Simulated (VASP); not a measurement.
Here is a VASP 6.6.1 calculation.

POSCAR

```
Al
1.0
    0.0000000000      2.0251003354      2.0251003354
    2.0251003354      0.0000000000      2.0251003354
    2.0251003354      2.0251003354      0.0000000000
Al
1
Direct
    0.0000000000      0.0000000000      0.0000000000
```

File INCAR.step1:

```
ALGO = Normal ; EDIFF = 1E-4
ENCUT = 600 ; GGA = PE
ISMEAR = -1 ; LASPH = True
LCHARG = False ; LREAL = False
LWAVE = True ; NELM = 80
PREC = Accurate ; SIGMA = 0.05
```

INCAR.step2

```
ALGO = Normal ; EDIFF = 1E-7
EDIFFG = -0.005 ; ENCUT = 600
IBRION = 2 ; ISIF = 3
ISMEAR = -1 ; ISTART = 1
LASPH = True ; LCHARG = False
LMIXTAU = True ; LREAL = False
LWAVE = False ; METAGGA = R2SCAN
NELM = 80 ; NSW = 60
PREC = Accurate ; SIGMA = 0.05
```

KPOINTS

```
k-points
0
Gamma
  18 18 18
```

Potentials or basis: VASP PAW PBE potentials, release 64 (Al).

Command:

```bash
$ cat potpaw_PBE.64/Al/POTCAR > POTCAR
$ cp INCAR.step1 INCAR
$ mpirun -np 1 vasp_std > vasp.out
$ cp INCAR.step2 INCAR
$ mpirun -np 1 vasp_std > vasp.out
```

**Question.** What does it give for the relaxed volume?

**Answer.** 15.84 Å³/atom.

**Question.** Predict the space group after relaxing (to 0.1 Å).

**Answer.** Fm-3m (No. 225).

**Question.** Estimate the band gap on the k mesh.

**Answer.** Zero (an odd number of electrons rules out a gap without spin polarisation).

Final structure:
```
CELL_PARAMETERS angstrom
0.00000 1.99348 1.99348
1.99348 0.00000 1.99348
1.99348 1.99348 0.00000
ATOMIC_POSITIONS crystal
Al 0.00000 0.00000 0.00000
```

Caveat: the PAW data sets were made with another functional, which shifts forces and pressure a little.
